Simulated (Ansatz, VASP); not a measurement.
**C: VASP beside Ansatz**

```
C
1.0
    -1.20775    1.20775    1.18407
     1.20775   -1.20775    1.18407
     1.16039    1.16039   -1.18407
C
1
Direct
  0.00000 0.00000 0.00000
```

Change from the starting cell: xy shear strain of -4 %.

Alike in both runs: task single point; functional PBE; k mesh 16 × 16 × 16; occupations fermi-dirac, width 0.03 eV; no spin polarisation.

```csv
,VASP,Ansatz
version,VASP 6.6.1,Ansatz 0.2.0
potentials or method,"VASP PAW PBE potentials, release 64 (C), cutoff 520 eV","all-electron LAPW, scalar-relativistic"
```

Ansatz gave:

```
pressure (GPa)                                                : 0.9
traceless stress, the component that is largest in VASP (GPa) : -7.60
```

Task: What did VASP give for the same quantities?

Result: Pressure (GPa): 1.0; traceless stress, the component that is largest in VASP (GPa): -7.57.

Ansatz ran all-electron here, and VASP with PAW potentials.
